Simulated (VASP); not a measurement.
Here is a VASP 6.6.1 calculation.

File POSCAR:

```
BN
1.0
    2.5009264718      0.0000000000      0.0000000000
   -1.2504632359      2.1658658576      0.0000000000
    0.0000000000      0.0000000000      6.8742626984
B N
2 2
Direct
    0.3333333333      0.6666666667      0.2500000000
    0.6666666667      0.3333333333      0.7500000000
    0.3333333333      0.6666666667      0.7500000000
    0.6666666667      0.3333333333      0.2500000000
```

The input INCAR.step1:

```
PREC = Accurate
ENCUT = 600
ISMEAR = 0
SIGMA = 0.02
LREAL = False
LASPH = True
NELM = 100
GGA = PE
ALGO = Normal
EDIFF = 1E-4
LWAVE = True
LCHARG = False
```

File INCAR.step2:

```
PREC = Accurate
ENCUT = 600
EDIFF = 1E-7
ISMEAR = 0
SIGMA = 0.02
LREAL = False
LASPH = True
NELM = 100
ALGO = Normal
ISIF = 3
LWAVE = False
LCHARG = False
METAGGA = R2SCAN
LMIXTAU = True
IBRION = 2
NSW = 100
EDIFFG = -0.005
ISTART = 1
```

The input KPOINTS:

```
regular mesh
0
Gamma
  12 12 4
```

Potentials or basis: VASP PAW PBE potentials, release 64 (B, N).

The run is started by

```sh
$ cat potpaw_PBE.64/B/POTCAR potpaw_PBE.64/N/POTCAR > POTCAR
$ cp INCAR.step1 INCAR
$ mpirun -np 1 vasp_std > vasp.out
$ cp INCAR.step2 INCAR
$ mpirun -np 1 vasp_std > vasp.out
```

Question: Estimate the relaxed volume.

Answer: 9.31 Å³/atom.

Question: What does it give for the space group after relaxing (to 0.1 Å)?

Answer: P6_3/mmc (No. 194).

Question: Predict the relaxed cell.

Answer: a = 2.503 Å, b = 2.503 Å, c = 6.867 Å, α = 90.00°, β = 90.00°, γ = 120.00°.

Question: Estimate the band gap on the k mesh.

Answer: 4.92 eV (least direct gap 5.37 eV).

Stress tensor (GPa, compression positive):
```
-0.01  0.00  0.00
 0.00 -0.01  0.00
 0.00  0.00 -0.08
```

Caveat: the PAW data sets were made with another functional, which shifts forces and pressure a little. A k mesh can miss the band edges.
